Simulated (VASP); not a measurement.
# Hf (P6_3/mmc) in VASP: notebook

Hf is run at these levels: PBEsol; tasks: relaxation of shape and atoms at fixed volume, single point.

Program: VASP 6.6.1. These are calculated values, not measurements. Logs are shortened: lines on timing, memory, paths and dates and some standing lists are left out, and cuts for length are marked.

## (1) The cell of the first run

The structure is hexagonal, space group P6_3/mmc (No. 194). The conventional cell has a = 3.190 Å, b = 3.190 Å, c = 5.050 Å, α = 90.00°, β = 90.00°, γ = 120.00°. Hf (site symmetry -6m2) has 12 Hf at 3.13 to 3.19 Å within 4.1 Å.

## (2) Relaxation of shape and atoms at fixed volume, PBEsol (22.25 Å³/atom)

Input file INCAR:

```
ALGO = Fast ; EDIFF = 1E-6
EDIFFG = -0.01 ; ENCUT = 600
GGA = PS ; IBRION = 2
ISIF = 4 ; ISMEAR = 0
LASPH = True ; LCHARG = False
LREAL = False ; LWAVE = False
NELM = 60 ; NSW = 50
PREC = Accurate ; SIGMA = 0.1
```

Input file KPOINTS:

```
k-points
0
Gamma
  18 18 8
```

Input file POSCAR:

```
Hf
1.0
    3.1899492170      0.0000000000      0.0000000000
   -1.5949746085      2.7625770587      0.0000000000
    0.0000000000      0.0000000000      5.0495841735
Hf
2
Direct
    0.3333333333      0.6666666667      0.2500000000
    0.6666666667      0.3333333333      0.7500000000
```

Potentials or basis: VASP PAW PBE potentials, release 64 (Hf_pv).

Run with:

```bash
cat potpaw_PBE.64/Hf_pv/POTCAR > POTCAR
mpirun -np 1 vasp_std > vasp.out
```

OUTCAR:

```text
EDIFF = 1E-6
   EDIFFG = -0.01
   ENCUT = 600
   GGA = PS
   IBRION = 2
   ISIF = 4
   ISMEAR = 0
   LASPH = True
   LREAL = False
   NELM = 60
   NSW = 50
   PREC = Accurate

 ion  position               nearest neighbor table
   1  0.333  0.667  0.250-   2 3.13   2 3.13   2 3.13   2 3.13   2 3.13   2 3.13
   2  0.667  0.333  0.750-   1 3.13   1 3.13   1 3.13   1 3.13   1 3.13   1 3.13

  LATTYP: Found a hexagonal cell.
 ALAT       =     3.1899492170
 C/A-ratio  =     1.5829669471

  Lattice vectors:

 A1 = (   3.1899492170,   0.0000000000,   0.0000000000)
 A2 = (  -1.5949746085,   2.7625770587,   0.0000000000)
 A3 = (   0.0000000000,   0.0000000000,   5.0495841735)

Analysis of symmetry for initial positions (statically):
=====================================================================
 Subroutine PRICEL returns:
 Original cell was already a primitive cell.

 Routine SETGRP: Setting up the symmetry group for a
 hexagonal supercell.

 Subroutine GETGRP returns: Found 24 space group operations
 (whereof 12 operations were pure point group operations)
 out of a pool of 24 trial point group operations.

The static configuration has the point symmetry D_3d.
 The point group associated with its full space group is D_6h.

Analysis of symmetry for dynamics (positions and initial velocities):
=====================================================================
 Subroutine PRICEL returns:
 Original cell was already a primitive cell.

 Routine SETGRP: Setting up the symmetry group for a
 hexagonal supercell.

 Subroutine GETGRP returns: Found 24 space group operations
 (whereof 12 operations were pure point group operations)
 out of a pool of 24 trial point group operations.

The dynamic configuration has the point symmetry D_3d.
 The point group associated with its full space group is D_6h.

 Subroutine INISYM returns: Found 24 space group operations
 (whereof 12 operations are pure point group operations),
 and found     1 'primitive' translations

----------------------------------------------------------------------------------------

                                     Primitive cell

  volume of cell :      44.4994

  direct lattice vectors                    reciprocal lattice vectors
     3.189949217  0.000000000  0.000000000     0.313484614  0.180990426  0.000000000
    -1.594974609  2.762577059  0.000000000     0.000000000  0.361980853  0.000000000
     0.000000000  0.000000000  5.049584174     0.000000000  0.000000000  0.198036109

  length of vectors
     3.189949217  3.189949217  5.049584174     0.361980853  0.361980853  0.198036109

  position of ions in fractional coordinates (direct lattice)
     0.333333333  0.666666667  0.250000000
     0.666666667  0.333333333  0.750000000

  ion indices of the primitive-cell ions
   primitive index   ion index
                 1           1
                 2           2

----------------------------------------------------------------------------------------

 KPOINTS: k-points

Automatic generation of k-mesh.
 Grid dimensions read from file:
 generate k-points for:   18   18    8

 Generating k-lattice:

  Cartesian coordinates                     Fractional coordinates (reciprocal lattice)
     0.017415812  0.010055024  0.000000000     0.055555556 -0.000000000  0.000000000
     0.000000000  0.020110047  0.000000000     0.000000000  0.055555556  0.000000000
     0.000000000  0.000000000  0.024754514     0.000000000  0.000000000  0.125000000

  Length of vectors
     0.020110047  0.020110047  0.024754514

  Shift w.r.t. Gamma in fractional coordinates (k-lattice)
     0.000000000  0.000000000  0.000000000

 Subroutine IBZKPT returns following result:
 ===========================================

 Found    185 irreducible k-points:

 Following reciprocal coordinates:
            Coordinates               Weight
  0.000000  0.000000  0.000000      1.000000
  0.055556  0.000000  0.000000      6.000000
  0.111111  0.000000  0.000000      6.000000
  0.166667 -0.000000  0.000000      6.000000
  0.222222  0.000000  0.000000      6.000000
  0.277778  0.000000  0.000000      6.000000
[... 16 lines left out ...]
  0.333333  0.111111  0.000000     12.000000
  0.388889  0.111111  0.000000     12.000000
 [... further k-points ...]
   k-points           NKPTS =    185   k-points in BZ     NKDIM =    185   number of bands    NBANDS=     14
   number of dos      NEDOS =    301   number of ions     NIONS =      2
   total plane-waves  NPLWV =  31360
   dimension x,y,z NGX =    28 NGY =   28 NGZ =   40
   dimension x,y,z NGXF=    56 NGYF=   56 NGZF=   80
   ions per type =               2
   NGX,Y,Z   is equivalent  to a cutoff of  14.59, 14.59, 13.17 a.u.
   NGXF,Y,Z  is equivalent  to a cutoff of  29.18, 29.18, 26.34 a.u.
 SYSTEM =  unknown system
   PREC   = accura    normal or accurate (medium, high low for compatibility)
   ISTART =      0    job   : 0-new  1-cont  2-samecut
   ICHARG =      2    charge: 1-file 2-atom 10-const
   ISPIN  =      1    spin polarized calculation?
   LNONCOLLINEAR =      F non collinear calculations
   LSORBIT =      F    spin-orbit coupling
   LASPH  =      T    aspherical Exc in radial PAW
   ENCUT  =  600.0 eV  44.10 Ry    6.64 a.u.   6.37  6.37 10.09*2*pi/ulx,y,z
   NELM   =     60;   NELMIN=  2; NELMDL= -5     # of ELM steps
   EDIFF  = 0.1E-05   stopping-criterion for ELM
   LREAL  =      F    real-space projection
   EDIFFG = -.1E-01   stopping-criterion for IOM
   NSW    =     50    number of steps for IOM
   IBRION =      2    ionic relax: 0-MD 1-quasi-New 2-CG
   NFREE  =      1    steps in history (QN), initial steepest desc. (CG)
   ISIF   =      4    stress and relaxation
   ISYM   =      2    0-nonsym 1-usesym 2-fastsym
   POTIM  = 0.5000    time-step for ionic-motion
   TEBEG  =    0.0;   TEEND  =   0.0 temperature during run
   PSTRESS=    0.0 pullay stress
   NELECT =      20.0000    total number of electrons
   NUPDOWN=      -1.0000    fix difference up-down
   EMIN   =  10.00;   EMAX   =-10.00  energy-range for DOS
   EFERMI =   0.00;   METHOD = LEGACY
   ISMEAR =     0;   SIGMA  =   0.10  broadening in eV -4-tet -1-fermi 0-gaus
   EFERMI_NEDOS =   21; number of points for ismear=-14 and -15
   IALGO  =     68    algorithm
   IMIX   =      4    mixing-type and parameters
     AMIX     =   0.40;   BMIX     =  1.00
     AMIX_MAG =   1.60;   BMIX_MAG =  1.00
  volume/ion in A,a.u.               =      22.25       150.15
  Fermi-wavevector in a.u.,A,eV,Ry     =   1.254008  2.369731 21.395645  1.572536
  Thomas-Fermi vector in A             =   2.387833
   LORBIT       =      0    0 simple, 1 ext, 2 COOP (PROOUT), +10 PAW based schemes
   GGA     = PS    functional components
   LHFCALC =     F    Hartree Fock is set to
   AEXX    =    0.0000 exact exchange contribution
   IVDW    =     0    specifies the selected vdW correction
   LEPSILON=     F    determine dielectric tensor
   LRPA    =     F    only Hartree local field effects (RPA)
 conjugate gradient relaxation of ions
 non-spin polarized calculation
 RMM-DIIS sequential band-by-band and
 Gauss-broadening in eV      SIGMA  =   0.10
  energy-cutoff  :      600.00
  volume of cell :       44.50
 maximum number of plane-waves:      1510
 NGX is ok and might be reduce to    28
   NGX = 13   NGY = 13   NGZ = 21

--------------------------------------- Ionic step        1  -------------------------------------------

 number of electron      20.0000000 magnetization

 Free energy of the ion-electron system (eV)
  ---------------------------------------------------
  ext. energy  EPLUGINS =         0.00000000
  ---------------------------------------------------
  free energy    TOTEN  =       -20.99497314 eV

  energy without entropy =      -20.98809441  energy(sigma->0) =      -20.99153377

------------------------ aborting loop because EDIFF is reached ----------------------------------------

  FORCE on cell =-STRESS in cart. coord.  units (eV):
  Direction    XX          YY          ZZ          XY          YZ          ZX
  --------------------------------------------------------------------------------------
  -------------------------------------------------------------------------------------
  Total       -0.9666378     -0.9666378     -1.0308410     -0.0000000      0.0000000      0.0000000
  in kB      -34.8033111    -34.8033111    -37.1149172     -0.0000000      0.0000000      0.0000000
  external PRESSURE =     -35.5738465 kB  Pullay stress =       0.0000000 kB

 VOLUME and BASIS-vectors are now :
 -----------------------------------------------------------------------------
  energy-cutoff  :      600.00
  volume of cell :       44.50
      direct lattice vectors                 reciprocal lattice vectors
     3.189949217  0.000000000  0.000000000     0.313484614  0.180990426  0.000000000
    -1.594974609  2.762577059  0.000000000     0.000000000  0.361980853  0.000000000
     0.000000000  0.000000000  5.049584174     0.000000000  0.000000000  0.198036109

 POSITION                                       TOTAL-FORCE (eV/Angst)
 -----------------------------------------------------------------------------------
     -0.00000      1.84172      1.26240        -0.000000     -0.000000      0.000000
      1.59497      0.92086      3.78719         0.000000      0.000000      0.000000
 -----------------------------------------------------------------------------------
    total drift:                               -0.000000      0.000000     -0.000000

  FREE ENERGIE OF THE ION-ELECTRON SYSTEM (eV)
  ---------------------------------------------------
  free  energy   TOTEN  =       -20.9949731426 eV

  energy  without entropy=      -20.9880944065  energy(sigma->0) =      -20.99153377

--------------------------------------- Ionic step        2  -------------------------------------------

 number of electron      20.0000000 magnetization

 Free energy of the ion-electron system (eV)
  ---------------------------------------------------
  ext. energy  EPLUGINS =         0.00000000
  ---------------------------------------------------
  free energy    TOTEN  =       -20.99501238 eV

  energy without entropy =      -20.98810281  energy(sigma->0) =      -20.99155759

 E-fermi :   4.8119     XC(G=0): -11.4161

 val. band max:        4.8048103828   @ k =   0.2778   0.2778   0.2500
 cond. band min:       4.8337916445   @ k =   0.3333   0.2778   0.2500
 fundamental gap:      0.0289812617
 Fermi energy:         4.8118661385

 k-point     1 :       0.0000    0.0000    0.0000
  band No.  band energies     occupation
      1     -26.2314      2.00000
      2     -25.4694      2.00000
      3     -25.4694      2.00000
      4     -25.3400      2.00000
      5     -25.3375      2.00000
      6     -25.3375      2.00000
      7      -2.6093      2.00000
      8       1.0659      2.00000
      9       5.4947      0.00000
     10       5.9625      0.00000
     11       5.9625      0.00000
     12       6.2537      0.00000
     13       6.7907      0.00000
     14       6.7908      0.00000

 k-point     2 :       0.0556    0.0000    0.0000
  band No.  band energies     occupation
      1     -26.2232      2.00000
      2     -25.4870      2.00000
      3     -25.4753      2.00000
      4     -25.3562      2.00000
      5     -25.3438      2.00000
      6     -25.3398      2.00000
      7      -2.5147      2.00000
      8       1.1598      2.00000
      9       5.3641      0.00000
     10       5.6777      0.00000
[... 362 lines left out ...]
 k-point    24 :       0.3889    0.1111    0.0000
  band No.  band energies     occupation
      1     -26.0154      2.00000
      2     -25.8710      2.00000
      3     -25.8569      2.00000
      4     -25.6774      2.00000
      5     -25.5657      2.00000
      6     -25.4707      2.00000
      7       1.4980      2.00000
      8       2.3984      2.00000
      9       2.6427      2.00000
     10       3.8645      2.00000
     11       5.3756      0.00000
     12       5.6954      0.00000
     13       6.4114      0.00000
     14       9.9109      0.00000

 [... further k-points ...]

------------------------ aborting loop because EDIFF is reached ----------------------------------------

  FORCE on cell =-STRESS in cart. coord.  units (eV):
  Direction    XX          YY          ZZ          XY          YZ          ZX
  --------------------------------------------------------------------------------------
  -------------------------------------------------------------------------------------
  Total       -0.9836735     -0.9836735     -0.9943234      0.0000000     -0.0000000      0.0000000
  in kB      -35.4166742    -35.4166742    -35.8001195      0.0000000     -0.0000000      0.0000000
  external PRESSURE =     -35.5444893 kB  Pullay stress =       0.0000000 kB

 VOLUME and BASIS-vectors are now :
 -----------------------------------------------------------------------------
  energy-cutoff  :      600.00
  volume of cell :       44.50
      direct lattice vectors                 reciprocal lattice vectors
     3.191596792  0.000000000  0.000000000     0.313322786  0.180896995 -0.000000000
    -1.595798396  2.764003900 -0.000000000    -0.000000000  0.361793990 -0.000000000
     0.000000000  0.000000000  5.044372100    -0.000000000  0.000000000  0.198240729

 POSITION                                       TOTAL-FORCE (eV/Angst)
 -----------------------------------------------------------------------------------
     -0.00000      1.84267      1.26109        -0.000000      0.000000      0.000000
      1.59580      0.92133      3.78328         0.000000     -0.000000      0.000000
 -----------------------------------------------------------------------------------
    total drift:                               -0.000000      0.000000     -0.000000

  FREE ENERGIE OF THE ION-ELECTRON SYSTEM (eV)
  ---------------------------------------------------
  free  energy   TOTEN  =       -20.9950123839 eV

  energy  without entropy=      -20.9881028055  energy(sigma->0) =      -20.99155759

 reached required accuracy - stopping structural energy minimisation
```

It took 4.6 min on 1 thread of Intel Xeon 8259CL, shared host; peak memory 0.28 GiB.

Results:

- Free energy: -20.9950 eV
- Energy gained by relaxing: 0.0 meV/atom
- Ionic steps: 2
- Pressure after relaxing: -3.6 GPa
- Band gap on the k mesh: zero (bands 10 and 11 overlap by 1.57 eV)

Final structure:
```xyz
2
Lattice="3.1916 0.0000 0.0000 -1.5958 2.7640 0.0000 0.0000 0.0000 5.0444" Properties=species:S:1:pos:R:3 pbc="T T T"
Hf    0.0000    1.8427    1.2611
Hf    1.5958    0.9213    3.7833
```

Levels at points of the mesh, in eV from the Fermi level:
```
           k point  band 6  band 7  band 8  band 9  band 10  band 11  band 12  band 13  band 14
(0.00, 0.00, 0.00)  -30.15   -7.42   -3.75    0.68     1.15     1.15     1.44     1.98     1.98
(0.50, 0.00, 0.00)  -30.24   -3.38   -2.79   -2.26    -0.80     0.75     0.86     1.67     5.90
(0.00, 0.00, 0.50)  -30.22   -5.43   -5.43    0.13     0.13     1.04     1.04     1.04     1.04
(0.50, 0.00, 0.50)  -30.35   -3.45   -3.45   -1.01    -1.01     1.19     1.19     2.63     2.63
```

Caveat: the PAW data sets were made with another functional, which shifts forces and pressure a little; spin-orbit coupling is left out, which moves the levels of the heavy elements.

(Continued in part 2 of 2.)
